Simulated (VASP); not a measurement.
Write the native input for VASP 6.6.1 that does the following.

```
Task                   : single point
Functional             : PBE
Potentials or basis    : VASP PAW PBE potentials, release 64 (P)
Cutoff                 : 520 eV
k mesh                 : 19 × 19 × 10
Occupations            : fermi-dirac, width 0.08 eV
Spin                   : no spin polarisation
Dipole correction      : no
Further INCAR settings : ALGO = Normal; EDIFF = 1e-06; NBANDS = 12
```

The structure of P lies in POSCAR:

```
P
1.0
    2.3077898194      0.0000000000      0.0000000000
   -1.1538949097      1.9986046102      0.0000000000
    0.0000000000      0.0000000000      3.8069511476
P
2
Direct
    0.3333333333      0.6666666667      0.2500000000
    0.6666666667      0.3333333333      0.7500000000
```

One way to write it, as run:

INCAR

```
SYSTEM = P
  PREC = Accurate
  ENCUT = 520
  EDIFF = 1E-6
  ISMEAR = -1
  SIGMA = 0.08
  LREAL = .FALSE.
  LASPH = .TRUE.
  NELM = 80
  ALGO = Normal
  ISIF = 2
  LWAVE = .FALSE.
  LCHARG = .FALSE.
  GGA = PE
  NBANDS = 12
```

KPOINTS

```
regular mesh
0
G
  19 19 10
  0 0 0
```

Potentials or basis: VASP PAW PBE potentials, release 64 (P).

Run with:

```sh
$ cat potpaw_PBE.64/P/POTCAR > POTCAR
$ mpirun -np 1 vasp_std > vasp.out
```

It gave:

* Pressure: 117.9 GPa
* Band gap on the k mesh: zero (band 5 reaches 29.11 eV, above the bottom of band 6 at 11.00 eV)

Run time: 19 s on 1 thread of AMD EPYC 9R14 (Zen 4), with other jobs on the host, peak memory 0.12 GiB.
